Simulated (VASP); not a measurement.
# Si2SnGe (P-4m2) in VASP: vibrations by perturbation theory with PBE

Aim: the vibrations by perturbation theory of Si2SnGe with PBE.

Program: VASP 6.6.1. These are calculated values, not measurements. Logs are shortened: lines on timing, memory, paths and dates and some standing lists are left out, and cuts for length are marked.

## 1. The cell of the first run

The structure is tetragonal, space group P-4m2 (No. 115). The conventional cell has a = 4.093 Å, b = 4.093 Å, c = 5.821 Å, α = 90.00°, β = 90.00°, γ = 90.00°. Within 3.2 Å of Si (site symmetry 2mm) lie 2 Ge at 2.45 Å and 2 Sn at 2.58 Å. Within 3.4 Å of Sn (site symmetry -4m2) lie 4 Si at 2.58 Å. Within 3.2 Å of Ge (site symmetry -4m2) lie 4 Si at 2.45 Å.

## 2. Vibrations by perturbation theory, PBE (24.38 Å³/atom)

File INCAR:

```
SYSTEM = Si2SnGe
ALGO = Normal ; EDIFF = 1E-8
ENCUT = 520 ; GGA = PE
IBRION = 8 ; ISIF = 2
ISMEAR = 0 ; LASPH = .TRUE.
LCHARG = .FALSE. ; LREAL = .FALSE.
LWAVE = .FALSE. ; NELM = 80
NSW = 1 ; PREC = Accurate
SIGMA = 0.01
```

File KPOINTS:

```
k-points
0
G
  10 10 6
  0 0 0
```

File POSCAR:

```
Si2SnGe
1.0
    4.0928947198      0.0000000000      0.0000000000
    0.0000000000      4.0928947198      0.0000000000
    0.0000000000      0.0000000000      5.8211390425
Si Sn Ge
2 1 1
Direct
    0.5000000000      0.0000000000      0.7686429376
    0.0000000000      0.5000000000      0.2313570624
    0.0000000000      0.0000000000      0.5000000000
    0.5000000000      0.5000000000      0.0000000000
```

Potentials or basis: VASP PAW PBE potentials, release 64 (Si, Sn_d, Ge_d).

Started as:

```console
cat potpaw_PBE.64/Si/POTCAR potpaw_PBE.64/Sn_d/POTCAR potpaw_PBE.64/Ge_d/POTCAR > POTCAR
mpirun -np 1 vasp_std > vasp.out
```

OUTCAR:

```text
SYSTEM = Si2SnGe
   EDIFF = 1E-8
   ENCUT = 520
   GGA = PE
   IBRION = 8
   ISIF = 2
   ISMEAR = 0
   LASPH = .TRUE.
   LREAL = .FALSE.
   NELM = 80
   NSW = 1
   PREC = Accurate

 ion  position               nearest neighbor table
   1  0.500  0.000  0.769-   4 2.45   4 2.45   3 2.58   3 2.58
   2  0.000  0.500  0.231-   4 2.45   4 2.45   3 2.58   3 2.58
   3  0.000  0.000  0.500-   1 2.58   2 2.58   2 2.58   1 2.58
   4  0.500  0.500  0.000-   1 2.45   2 2.45   1 2.45   2 2.45

  LATTYP: Found a simple tetragonal cell.
 ALAT       =     4.0928947198
 C/A-ratio  =     1.4222547710

  Lattice vectors:

 A1 = (   4.0928947198,   0.0000000000,   0.0000000000)
 A2 = (   0.0000000000,   4.0928947198,   0.0000000000)
 A3 = (   0.0000000000,   0.0000000000,   5.8211390425)

Analysis of symmetry for initial positions (statically):
=====================================================================
 Subroutine PRICEL returns:
 Original cell was already a primitive cell.

 Routine SETGRP: Setting up the symmetry group for a
 simple tetragonal supercell.

 Subroutine GETGRP returns: Found  8 space group operations
 (whereof  8 operations were pure point group operations)
 out of a pool of 16 trial point group operations.

The static configuration has the point symmetry D_2d.

Analysis of symmetry for dynamics (positions and initial velocities):
=====================================================================
 Subroutine PRICEL returns:
 Original cell was already a primitive cell.

 Routine SETGRP: Setting up the symmetry group for a
 simple tetragonal supercell.

 Subroutine GETGRP returns: Found  8 space group operations
 (whereof  8 operations were pure point group operations)
 out of a pool of 16 trial point group operations.

The dynamic configuration has the point symmetry D_2d.

 Subroutine INISYM returns: Found  8 space group operations
 (whereof  8 operations are pure point group operations),
 and found     1 'primitive' translations

----------------------------------------------------------------------------------------

                                     Primitive cell

  volume of cell :      97.5145

  direct lattice vectors                    reciprocal lattice vectors
     4.092894720  0.000000000  0.000000000     0.244325855  0.000000000  0.000000000
     0.000000000  4.092894720  0.000000000     0.000000000  0.244325855  0.000000000
     0.000000000  0.000000000  5.821139042     0.000000000  0.000000000  0.171787685

  length of vectors
     4.092894720  4.092894720  5.821139042     0.244325855  0.244325855  0.171787685

  position of ions in fractional coordinates (direct lattice)
     0.500000000  0.000000000  0.768642938
     0.000000000  0.500000000  0.231357062
     0.000000000  0.000000000  0.500000000
     0.500000000  0.500000000  0.000000000

  ion indices of the primitive-cell ions
   primitive index   ion index
                 1           1
                 2           2
                 3           3
[... 119 lines left out ...]
  free energy    TOTEN  =       -18.71548303 eV

  energy without entropy =      -18.71548303  energy(sigma->0) =      -18.71548303

 E-fermi :   5.6686     XC(G=0):  -9.3507

 val. band max:        5.6181758451   @ k =   0.0000   0.0000   0.0000
 cond. band min:       5.7644372856   @ k =   0.5000   0.0000   0.5000
 fundamental gap:      0.1462614405
 Fermi energy:         5.6686310849

 k-point     1 :       0.0000    0.0000    0.0000
  band No.  band energies     occupation
      1     -19.0223      2.00000
      2     -19.0197      2.00000
      3     -19.0197      2.00000
      4     -19.0059      2.00000
      5     -18.9931      2.00000
      6     -15.7149      2.00000
[... 589 lines left out ...]
     21       8.3786      0.00000
     22       8.5918      0.00000

 [... further k-points ...]

------------------------ aborting loop because EDIFF is reached ----------------------------------------

  FORCE on cell =-STRESS in cart. coord.  units (eV):
  Direction    XX          YY          ZZ          XY          YZ          ZX
  --------------------------------------------------------------------------------------
  -------------------------------------------------------------------------------------
  Total        0.7612098      0.7612098      0.7590711      0.0000000      0.0000000     -0.0000000
  in kB       12.5067899     12.5067899     12.4716510      0.0000000      0.0000000     -0.0000000
  external PRESSURE =      12.4950769 kB  Pullay stress =       0.0000000 kB

 VOLUME and BASIS-vectors are now :
 -----------------------------------------------------------------------------
  energy-cutoff  :      520.00
  volume of cell :       97.51
      direct lattice vectors                 reciprocal lattice vectors
     4.092894720  0.000000000  0.000000000     0.244325855  0.000000000  0.000000000
     0.000000000  4.092894720  0.000000000     0.000000000  0.244325855  0.000000000
     0.000000000  0.000000000  5.821139042     0.000000000  0.000000000  0.171787685

 POSITION                                       TOTAL-FORCE (eV/Angst)
 -----------------------------------------------------------------------------------
      2.04645      0.00000      4.47438         0.000000      0.000000     -0.003584
      0.00000      2.04645      1.34676        -0.000000      0.000000      0.003584
      0.00000      0.00000      2.91057        -0.000000      0.000000      0.000000
      2.04645      2.04645      0.00000         0.000000     -0.000000      0.000000
 -----------------------------------------------------------------------------------
    total drift:                                0.000000      0.000000     -0.000000

  FREE ENERGIE OF THE ION-ELECTRON SYSTEM (eV)
  ---------------------------------------------------
  free  energy   TOTEN  =       -18.7154830301 eV

  energy  without entropy=      -18.7154830301  energy(sigma->0) =      -18.71548303

[... ionic steps 2 to 12 ...]

--------------------------------------- Ionic step       13  -------------------------------------------

------------------------ aborting loop because EDIFF is reached ----------------------------------------

[... ionic steps 14 to 14 ...]

--------------------------------------- Ionic step       15  -------------------------------------------

 Free energy of the ion-electron system (eV)
  ---------------------------------------------------
  ---------------------------------------------------
  free energy    TOTEN  =        -0.20032311 eV

  energy without entropy =       -0.20032311

------------------------ aborting loop because EDIFF is reached ----------------------------------------

 INTERNAL STRAIN TENSOR  FOR ION    4  DIRECTION 3   (eV/Angst):
 -----------------------------------------------------------------------------
     7.15071  0.00000  0.00000
     0.00000 -7.15303  0.00000
     0.00000  0.00000  0.00125

 INTERNAL STRAIN TENSOR FOR ION    4 for displacements in x,y,z  (eV/Angst):
          X           Y           Z          XY          YZ          ZX
  --------------------------------------------------------------------------------
  x     0.00000     0.00000     0.00000     0.00000     0.00000     7.15380
  y     0.00000     0.00000     0.00000     0.00000    -6.44175     0.00000
  z     7.15187    -7.15187     0.00000     0.00000     0.00000     0.00000

 SECOND DERIVATIVES (NOT SYMMETRIZED)
 ------------------------------------
               1X          1Y          1Z          2X          2Y          2Z          3X          3Y          3Z          4X          4Y          4Z
  1X   -10.623447    0.000000    0.000000   -0.445142    0.000000    0.000000    9.568023    0.000000    0.000000    1.500566    0.000000    0.000000
  1Y     0.000000   -9.719563    0.000000    0.000000   -0.445328    0.000000    0.000000    1.011978    0.000000    0.000000    9.152913    0.000000
  1Z     0.000000    0.000000  -12.257888    0.000000    0.000000    1.354232    0.000000    0.000000    5.644332    0.000000    0.000000    5.259324
  2X    -0.445328    0.000000    0.000000   -9.719563    0.000000    0.000000    1.011978    0.000000    0.000000    9.152913    0.000000    0.000000
  2Y     0.000000   -0.445142    0.000000    0.000000  -10.623447    0.000000    0.000000    9.568023    0.000000    0.000000    1.500566    0.000000
  2Z     0.000000    0.000000    1.354232    0.000000    0.000000  -12.257888    0.000000    0.000000    5.644332    0.000000    0.000000    5.259324
  3X     9.546129    0.000000    0.000000    0.993118    0.000000    0.000000   -9.832019    0.000000    0.000000   -0.707228    0.000000    0.000000
  3Y     0.000000    0.993118    0.000000    0.000000    9.546129    0.000000    0.000000   -9.832019    0.000000    0.000000   -0.707228    0.000000
  3Z     0.000000    0.000000    5.635372    0.000000    0.000000    5.635372    0.000000    0.000000  -12.796301    0.000000    0.000000    1.525557
  4X     1.505230    0.000000    0.000000    9.151504    0.000000    0.000000   -0.691558    0.000000    0.000000   -9.965175    0.000000    0.000000
  4Y     0.000000    9.151504    0.000000    0.000000    1.505230    0.000000    0.000000   -0.691558    0.000000    0.000000   -9.965175    0.000000
  4Z     0.000000    0.000000    5.262750    0.000000    0.000000    5.262750    0.000000    0.000000    1.536772    0.000000    0.000000  -12.062272

 Eigenvectors and eigenvalues of the dynamical matrix
 ----------------------------------------------------

   1 f  =   11.159687 THz    70.118379 2PiTHz  372.247075 cm-1    46.152734 meV
             X         Y         Z           dx          dy          dz
      2.046447  0.000000  4.474377    -0.000000   -0.000000    0.615251
      0.000000  2.046447  1.346762    -0.000000   -0.000000    0.615251
      0.000000  0.000000  2.910570     0.000000    0.000000   -0.282572
      2.046447  2.046447  0.000000     0.000000    0.000000   -0.403840
[... 71 lines left out ...]
  12 f/i=    0.018246 THz     0.114645 2PiTHz    0.608632 cm-1     0.075461 meV
             X         Y         Z           dx          dy          dz
      2.046447  0.000000  4.474377     0.235193    0.239906   -0.000000
      0.000000  2.046447  1.346762     0.231975    0.243235   -0.000000
      0.000000  0.000000  2.910570     0.484715    0.501287   -0.000000
      2.046447  2.046447  0.000000     0.372989    0.385741   -0.000000

--------------------------------------------------------------------------------------------------------

 ELASTIC MODULI CONTR FROM IONIC RELAXATION (kBar)
 Direction    XX          YY          ZZ          XY          YZ          ZX
 --------------------------------------------------------------------------------
 XX        -223.4736    217.6272     -3.3664      0.0000     -0.0000      0.0000
 YY         217.6272   -223.4736     -3.3664      0.0000      0.0000     -0.0000
 ZZ          -3.3664     -3.3664     -3.8766      0.0000      0.0000      0.0000
 XY           0.0000      0.0000      0.0000      0.0000      0.0000      0.0000
 YZ          -0.0000      0.0000      0.0000      0.0000   -188.4026     -0.0000
 ZX           0.0000     -0.0000      0.0000      0.0000     -0.0000   -227.6535
 --------------------------------------------------------------------------------
```

Wall time 1.6 h (1 thread of Oxide Virtual Turin-like, shared host); peak memory 0.92 GiB.

What came out:

```yaml
Highest_phonon_frequency_at_Γ: 372 cm⁻¹
```

Phonon frequencies in cm⁻¹ (negative: imaginary):
| q point | frequencies |
| --- | --- |
| (0.000, 0.000, 0.000) | -1 -1 0 77 77 204 340 340 363 368 368 372 |

Caveat: the cell stands under pressure or tension, which shifts response properties; spin-orbit coupling is left out, which moves the levels of the heavy elements.
